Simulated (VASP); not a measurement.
A run of VASP 6.6.1 is set up as follows.

File INCAR:

```
SYSTEM = In
PREC = Accurate ; ENCUT = 520
EDIFF = 1E-7 ; ISMEAR = 0
SIGMA = 0.15 ; LREAL = .FALSE.
LASPH = .TRUE. ; NELM = 80
ALGO = Fast ; ISIF = 2
LWAVE = .FALSE. ; LCHARG = .TRUE.
LELF = .TRUE. ; LVHAR = .TRUE.
NBANDS = 12
```

KPOINTS

```
regular mesh
0
G
  22 22 22
  0 0 0
```

Contents of POSCAR:

```
In
1.0
   -1.5302657384      1.5302657384      2.7936913004
    1.5302657384     -1.5302657384      2.7936913004
    1.5302657384      1.5302657384     -2.7936913004
In
1
Direct
    0.0000000000      0.0000000000      0.0000000000
```

Potentials or basis: VASP PAW LDA potentials, release 64 (In_d).

Run with:

```sh
$ cat potpaw_LDA.64/In_d/POTCAR > POTCAR
$ mpirun -np 1 vasp_std > vasp.out
```

What does it give for the pressure?

-2.1 GPa.

Estimate the band gap on the k mesh.

zero (an odd number of electrons rules out a gap without spin polarisation).

Stress tensor (GPa, compression positive):
```
-1.27  0.00  0.00
 0.00 -1.27  0.00
 0.00  0.00 -3.65
```

Caveat: spin-orbit coupling is left out, which moves the levels of the heavy elements.
